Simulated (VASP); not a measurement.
# AlP (F-43m) in VASP: a series of runs

AlP is run at these levels: PBEsol; tasks: single point.

All numbers are computed with VASP 6.6.1; they aren't measurements. Logs are shortened: lines on timing, memory, paths and dates and some standing lists are left out, and cuts for length are marked.

## (1) The cell of the first run

The structure is cubic, space group F-43m (No. 216). Conventional cell: a = 5.471 Å, b = 5.471 Å, c = 5.471 Å, α = 90.00°, β = 90.00°, γ = 90.00°. Al (site symmetry -43m) has 4 P at 2.37 Å within 3.1 Å. P (site symmetry -43m) has 4 Al at 2.37 Å within 3.1 Å.

## (2) Single point, PBEsol

Contents of INCAR:

```
SYSTEM = AlP
  ALGO = Normal
  EDIFF = 1E-6
  ENCUT = 500
  GGA = PS
  GGA_COMPAT = .False.
  ISIF = 2
  ISMEAR = 0
  LASPH = .True.
  LCHARG = .False.
  LREAL = .False.
  LWAVE = .False.
  NBANDS = 16
  NELM = 120
  PREC = Accurate
  SIGMA = 0.1
```

Contents of KPOINTS:

```
k-points
0
Gamma
  6 4 6
  0 0 0
```

Contents of POSCAR:

```
AlP
1.0
    3.8682424602      0.0000000000      0.0000000000
    0.0000000000      5.4705209498      0.0000000000
    0.0000000000      0.0000000000      3.8682424602
Al P
2 2
Direct
    0.0000000000      0.0000000000      0.0000000000
    0.5000000000      0.5000000000      0.5000000000
    0.0000000000      0.2500000000      0.5000000000
    0.5000000000      0.7500000000      0.0000000000
```

Potentials or basis: VASP PAW PBE potentials, release 64 (Al, P).

Command:

```bash
$ cat potpaw_PBE.64/Al/POTCAR potpaw_PBE.64/P/POTCAR > POTCAR
$ mpirun -np 1 vasp_std > vasp.out
```

OUTCAR:

```text
SYSTEM = AlP
   EDIFF = 1E-6
   ENCUT = 500
   GGA = PS
   ISIF = 2
   ISMEAR = 0
   LASPH = .True.
   LREAL = .False.
   NELM = 120
   PREC = Accurate

 ion  position               nearest neighbor table
   1  0.000  0.000  0.000-   3 2.37   4 2.37   3 2.37   4 2.37
   2  0.500  0.500  0.500-   3 2.37   4 2.37   4 2.37   3 2.37
   3  0.000  0.250  0.500-   1 2.37   2 2.37   1 2.37   2 2.37
   4  0.500  0.750  0.000-   1 2.37   2 2.37   2 2.37   1 2.37

  LATTYP: Found a simple tetragonal cell.
 ALAT       =     3.8682424602
 C/A-ratio  =     1.4142135624

  Lattice vectors:

 A1 = (  -3.8682424602,   0.0000000000,   0.0000000000)
 A2 = (   0.0000000000,   0.0000000000,   3.8682424602)
 A3 = (   0.0000000000,   5.4705209498,   0.0000000000)

Analysis of symmetry for initial positions (statically):
=====================================================================
 Subroutine PRICEL returns following result:

  LATTYP: Found a face centered cubic cell.
 ALAT       =     5.4705209498

  Lattice vectors:

 A1 = (  -1.9341212301,   2.7352604749,   1.9341212301)
 A2 = (  -0.0000000000,   0.0000000000,   3.8682424602)
 A3 = (   1.9341212301,   2.7352604749,   1.9341212301)

   2 primitive cells build up your supercell.

 Routine SETGRP: Setting up the symmetry group for a
 simple tetragonal supercell.

 Subroutine GETGRP returns: Found  8 space group operations
 (whereof  8 operations were pure point group operations)
 out of a pool of 16 trial point group operations.

The static configuration has the point symmetry D_2d.

Analysis of symmetry for dynamics (positions and initial velocities):
=====================================================================
 Subroutine PRICEL returns following result:

  LATTYP: Found a face centered cubic cell.
 ALAT       =     5.4705209498

  Lattice vectors:

 A1 = (  -1.9341212301,   2.7352604749,   1.9341212301)
 A2 = (  -0.0000000000,   0.0000000000,   3.8682424602)
 A3 = (   1.9341212301,   2.7352604749,   1.9341212301)

   2 primitive cells build up your supercell.

 Routine SETGRP: Setting up the symmetry group for a
 simple tetragonal supercell.

 Subroutine GETGRP returns: Found  8 space group operations
 (whereof  8 operations were pure point group operations)
 out of a pool of 16 trial point group operations.

The dynamic configuration has the point symmetry D_2d.

 Subroutine INISYM returns: Found  8 space group operations
 (whereof  8 operations are pure point group operations),
 and found     2 'primitive' translations

----------------------------------------------------------------------------------------

                                     Primitive cell

  volume of cell :      40.9285

  direct lattice vectors                    reciprocal lattice vectors
    -1.934121230  2.735260475  1.934121230    -0.258515336  0.182797947 -0.000000000
    -0.000000000  0.000000000  3.868242460     0.000000000 -0.182797947  0.258515336
     1.934121230  2.735260475  1.934121230     0.258515336  0.182797947  0.000000000

  length of vectors
     3.868242460  3.868242460  3.868242460     0.316615332  0.316615332  0.316615332

  position of ions in fractional coordinates (direct lattice)
     0.000000000  0.000000000  0.000000000
     0.250000000  0.250000000  0.250000000

  ion indices of the primitive-cell ions
   primitive index   ion index
                 1           1
                 2           3

----------------------------------------------------------------------------------------

 KPOINTS: k-points

Automatic generation of k-mesh.
 Grid dimensions read from file:
 generate k-points for:    6    4    6

 Generating k-lattice:

  Cartesian coordinates                     Fractional coordinates (reciprocal lattice)
     0.043085889  0.000000000  0.000000000     0.166666667  0.000000000  0.000000000
     0.000000000  0.045699487  0.000000000     0.000000000  0.250000000  0.000000000
     0.000000000  0.000000000  0.043085889     0.000000000  0.000000000  0.166666667

  Length of vectors
     0.043085889  0.045699487  0.043085889

  Shift w.r.t. Gamma in fractional coordinates (k-lattice)
     0.000000000  0.000000000  0.000000000

 Subroutine IBZKPT returns following result:
 ===========================================

 Found     30 irreducible k-points:

 Following reciprocal coordinates:
            Coordinates               Weight
  0.000000  0.000000  0.000000      1.000000
  0.166667  0.000000  0.000000      4.000000
  0.333333  0.000000  0.000000      4.000000
  0.500000  0.000000  0.000000      2.000000
  0.000000  0.250000  0.000000      2.000000
  0.166667  0.250000  0.000000      8.000000
[... 16 lines left out ...]
  0.500000  0.000000  0.333333      4.000000
  0.333333  0.250000  0.333333      8.000000
 [... further k-points ...]
   k-points           NKPTS =     30   k-points in BZ     NKDIM =     30   number of bands    NBANDS=     16
   number of dos      NEDOS =    301   number of ions     NIONS =      4
   total plane-waves  NPLWV =  31360
   dimension x,y,z NGX =    28 NGY =   40 NGZ =   28
   dimension x,y,z NGXF=    56 NGYF=   80 NGZF=   56
   ions per type =               2   2
   NGX,Y,Z   is equivalent  to a cutoff of  12.03, 12.16, 12.03 a.u.
   NGXF,Y,Z  is equivalent  to a cutoff of  24.07, 24.31, 24.07 a.u.
 SYSTEM =  AlP
   PREC   = accura    normal or accurate (medium, high low for compatibility)
   ISTART =      0    job   : 0-new  1-cont  2-samecut
   ICHARG =      2    charge: 1-file 2-atom 10-const
   ISPIN  =      1    spin polarized calculation?
   LNONCOLLINEAR =      F non collinear calculations
   LSORBIT =      F    spin-orbit coupling
   LASPH  =      T    aspherical Exc in radial PAW
   ENCUT  =  500.0 eV  36.75 Ry    6.06 a.u.   7.05  9.97  7.05*2*pi/ulx,y,z
   NELM   =    120;   NELMIN=  2; NELMDL= -5     # of ELM steps
   EDIFF  = 0.1E-05   stopping-criterion for ELM
   LREAL  =      F    real-space projection
   EDIFFG = 0.1E-04   stopping-criterion for IOM
   NSW    =      0    number of steps for IOM
   IBRION =     -1    ionic relax: 0-MD 1-quasi-New 2-CG
   NFREE  =      0    steps in history (QN), initial steepest desc. (CG)
   ISIF   =      2    stress and relaxation
   ISYM   =      2    0-nonsym 1-usesym 2-fastsym
   POTIM  = 0.5000    time-step for ionic-motion
   TEBEG  =    0.0;   TEEND  =   0.0 temperature during run
   PSTRESS=    0.0 pullay stress
   NELECT =      16.0000    total number of electrons
   NUPDOWN=      -1.0000    fix difference up-down
   EMIN   =  10.00;   EMAX   =-10.00  energy-range for DOS
   EFERMI =   0.00;   METHOD = LEGACY
   ISMEAR =     0;   SIGMA  =   0.10  broadening in eV -4-tet -1-fermi 0-gaus
   EFERMI_NEDOS =   21; number of points for ismear=-14 and -15
   IALGO  =     38    algorithm
   IMIX   =      4    mixing-type and parameters
     AMIX     =   0.40;   BMIX     =  1.00
     AMIX_MAG =   1.60;   BMIX_MAG =  1.00
  volume/ion in A,a.u.               =      20.46       138.10
  Fermi-wavevector in a.u.,A,eV,Ry     =   0.950086  1.795402 12.281475  0.902663
  Thomas-Fermi vector in A             =   2.078429
   LORBIT       =      0    0 simple, 1 ext, 2 COOP (PROOUT), +10 PAW based schemes
   GGA     = PS    functional components
   LHFCALC =     F    Hartree Fock is set to
   AEXX    =    0.0000 exact exchange contribution
   IVDW    =     0    specifies the selected vdW correction
   LEPSILON=     F    determine dielectric tensor
   LRPA    =     F    only Hartree local field effects (RPA)
 non-spin polarized calculation
 Gauss-broadening in eV      SIGMA  =   0.10
  energy-cutoff  :      500.00
  volume of cell :       81.86
 maximum number of plane-waves:      2112
   NGX = 15   NGY = 19   NGZ = 15

 number of electron      16.0000003 magnetization

 Free energy of the ion-electron system (eV)
  ---------------------------------------------------
  ext. energy  EPLUGINS =         0.00000000
  ---------------------------------------------------
  free energy    TOTEN  =       -21.98609887 eV

  energy without entropy =      -21.98609887  energy(sigma->0) =      -21.98609887

 E-fermi :   4.9495     XC(G=0):  -9.3424

 val. band max:        4.4833034362   @ k =   0.0000   0.0000   0.0000
 cond. band min:       5.9324440458   @ k =   0.0000   0.0000   0.0000
 fundamental gap:      1.4491406096
 Fermi energy:         4.9495207662

 k-point     1 :       0.0000    0.0000    0.0000
  band No.  band energies     occupation
      1      -7.0113      2.00000
      2      -4.6641      2.00000
      3      -0.8377      2.00000
      4       2.3708      2.00000
      5       2.3708      2.00000
      6       4.4829      2.00000
[... 8 lines left out ...]
     15      13.2785      0.00000
     16      13.2787      0.00000

 k-point     2 :       0.1667    0.0000    0.0000
  band No.  band energies     occupation
      1      -6.8071      2.00000
      2      -4.6552      2.00000
      3      -0.6890      2.00000
      4       1.4865      2.00000
      5       2.5400      2.00000
      6       3.2072      2.00000
[... 8 lines left out ...]
     15      12.3407      0.00000
     16      13.0609      0.00000

 k-point     3 :       0.3333    0.0000    0.0000
  band No.  band energies     occupation
      1      -6.2337      2.00000
      2      -4.8290      2.00000
      3      -0.4227      2.00000
      4       0.9207      2.00000
      5       1.4165      2.00000
      6       2.8421      2.00000
[... 8 lines left out ...]
     15      11.6080      0.00000
     16      11.9895      0.00000

 k-point     4 :       0.5000    0.0000    0.0000
  band No.  band energies     occupation
      1      -5.4501      2.00000
      2      -5.4501      2.00000
      3       0.1236      2.00000
      4       0.1236      2.00000
      5       1.6289      2.00000
      6       1.6289      2.00000
[... 8 lines left out ...]
     15      10.9886      0.00000
     16      10.9886      0.00000
[... 324 lines left out ...]
 k-point    22 :       0.3333    0.0000    0.3333
  band No.  band energies     occupation
      1      -5.5267      2.00000
      2      -4.6264      2.00000
      3      -0.5664      2.00000
      4       0.4539      2.00000
      5       1.5493      2.00000
      6       1.7891      2.00000
[... 8 lines left out ...]
     15      12.8672      0.00000
     16      12.8673      0.00000

 k-point    23 :       0.5000    0.0000    0.3333
  band No.  band energies     occupation
      1      -4.9075      2.00000
      2      -4.9075      2.00000
      3      -0.4313      2.00000
      4      -0.4313      2.00000
      5       2.1539      2.00000
      6       2.1539      2.00000
[... 8 lines left out ...]
     15      14.3136      0.00000
     16      14.3136      0.00000

 k-point    24 :       0.3333    0.2500    0.3333
  band No.  band energies     occupation
      1      -5.3888      2.00000
      2      -4.7412      2.00000
      3      -0.4809      2.00000
      4       0.2008      2.00000
      5       0.9359      2.00000
      6       2.1148      2.00000
[... 8 lines left out ...]
     15      12.5645      0.00000
     16      12.7403      0.00000

 [... further k-points ...]
[... 5 lines left out ...]
  --------------------------------------------------------------------------------------
  -------------------------------------------------------------------------------------
  Total        0.0472537     -0.0073174      0.0472537      0.0000000     -0.0000000      0.0000000
  in kB        0.9248905     -0.1432224      0.9248905      0.0000000     -0.0000000      0.0000000
  external PRESSURE =       0.5688529 kB  Pullay stress =       0.0000000 kB

 VOLUME and BASIS-vectors are now :
 -----------------------------------------------------------------------------
  energy-cutoff  :      500.00
  volume of cell :       81.86
      direct lattice vectors                 reciprocal lattice vectors
     3.868242460  0.000000000  0.000000000     0.258515336  0.000000000  0.000000000
     0.000000000  5.470520950  0.000000000     0.000000000  0.182797947  0.000000000
     0.000000000  0.000000000  3.868242460     0.000000000  0.000000000  0.258515336

 POSITION                                       TOTAL-FORCE (eV/Angst)
 -----------------------------------------------------------------------------------
      0.00000      0.00000      0.00000        -0.000000      0.000000      0.000000
      1.93412      2.73526      1.93412        -0.000000      0.000000      0.000000
      0.00000      1.36763      1.93412         0.000000     -0.000000     -0.000000
      1.93412      4.10289      0.00000        -0.000000     -0.000000      0.000000
 -----------------------------------------------------------------------------------
    total drift:                               -0.000000     -0.000000     -0.000000

  FREE ENERGIE OF THE ION-ELECTRON SYSTEM (eV)
  ---------------------------------------------------
  free  energy   TOTEN  =       -21.9860988711 eV

  energy  without entropy=      -21.9860988711  energy(sigma->0) =      -21.98609887
```

Wall time 44 s (1 thread of Intel Xeon 8259CL, shared host); peak memory 0.19 GiB.

What came out:

| Property | Result |
| --- | --- |
| Free energy | -21.9861 eV |
| Pressure | 0.1 GPa |
| Band gap on the k mesh | 1.45 eV |

Caveat: the PAW data sets were made with another functional, which shifts forces and pressure a little. A k mesh can miss the band edges.

## (3) Single point, PBEsol

Contents of INCAR:

```
PREC = Accurate
ENCUT = 500
EDIFF = 1E-6
ISMEAR = 0
SIGMA = 0.02
LREAL = F
LASPH = T
NELM = 120
ALGO = Normal
ISIF = 2
LWAVE = F
LCHARG = T
GGA = PS
LELF = T
LVHAR = T
NBANDS = 16
GGA_COMPAT = F
```

Contents of KPOINTS:

```
regular mesh
0
Gamma
  8 6 8
```

POSCAR is that of step 2.

Potentials or basis: VASP PAW PBE potentials, release 64 (Al, P).

Command:

```bash
$ cat potpaw_PBE.64/Al/POTCAR potpaw_PBE.64/P/POTCAR > POTCAR
$ mpirun -np 1 vasp_std > vasp.out
```

Run time: 87 s. Hardware: 1 thread of Intel Xeon 8259CL, shared host; peak memory 0.21 GiB.

It converged, with:

```
Free energy            : -21.9918 eV
Pressure               : 0.0 GPa
Band gap on the k mesh : 1.45 eV
```

Levels at points of the mesh, in eV from the valence-band top:
| k point | band 5 | band 6 | band 7 | band 8 | band 9 | band 10 | band 11 | band 12 |
| --- | --- | --- | --- | --- | --- | --- | --- | --- |
| (0.00, 0.00, 0.00) | -2.11 | 0.00 | 0.00 | 0.00 | 1.45 | 2.37 | 3.16 | 4.50 |
| (0.50, 0.00, 0.00) | -2.85 | -2.85 | -0.84 | -0.84 | 3.68 | 3.68 | 5.99 | 5.99 |
| (0.00, 0.50, 0.00) | -1.30 | -1.30 | -1.30 | -1.30 | 2.77 | 2.77 | 3.98 | 3.98 |
| (0.50, 0.50, 0.00) | -0.76 | -0.76 | -0.76 | -0.76 | 2.71 | 2.71 | 4.75 | 4.75 |
| (0.50, 0.00, 0.50) | -2.11 | -2.11 | -2.11 | -2.11 | 1.45 | 1.45 | 2.37 | 2.37 |
| (0.50, 0.50, 0.50) | -3.20 | -3.20 | -2.84 | -2.84 | 4.22 | 4.22 | 5.88 | 5.88 |

Caveat: the PAW data sets were made with another functional, which shifts forces and pressure a little.

## (4) Single point, PBEsol

Contents of INCAR:

```
SYSTEM = AlP
PREC = Accurate
ENCUT = 500
EDIFF = 1E-6
ISMEAR = 0
SIGMA = 0.02
LREAL = .False.
LASPH = .True.
NELM = 120
ALGO = Normal
ISIF = 2
LWAVE = .False.
LCHARG = .False.
GGA = PS
NBANDS = 16
GGA_COMPAT = .False.
```

Contents of KPOINTS:

```
Automatic mesh
0
Gamma
  8 6 8
  0 0 0
```

POSCAR is that of step 3.

Command:

```bash
$ cat potpaw_PBE.64/Al/POTCAR potpaw_PBE.64/P/POTCAR > POTCAR
$ mpirun -np 1 vasp_std > vasp.out
```

Run time: 82 s. Hardware: 1 thread of Intel Xeon 8259CL, shared host; peak memory 0.21 GiB.

The run converged. Its results:

| Property | Result |
| --- | --- |
| Free energy | -21.9918 eV |
| Pressure | 0.0 GPa |
| Band gap on the k mesh | 1.45 eV |

Levels at points of the mesh, in eV from the valence-band top:
```tsv
k point	band 5	band 6	band 7	band 8	band 9	band 10	band 11	band 12
(0.00, 0.00, 0.00)	-2.11	0.00	0.00	0.00	1.45	2.37	3.16	4.50
(0.50, 0.00, 0.00)	-2.85	-2.85	-0.84	-0.84	3.68	3.68	5.99	5.99
(0.00, 0.50, 0.00)	-1.30	-1.30	-1.30	-1.30	2.77	2.77	3.98	3.98
(0.50, 0.50, 0.00)	-0.76	-0.76	-0.76	-0.76	2.71	2.71	4.75	4.75
(0.50, 0.00, 0.50)	-2.11	-2.11	-2.11	-2.11	1.45	1.45	2.37	2.37
(0.50, 0.50, 0.50)	-3.20	-3.20	-2.84	-2.84	4.22	4.22	5.88	5.88
```

Caveat: the PAW data sets were made with another functional, which shifts forces and pressure a little. A k mesh can miss the band edges.
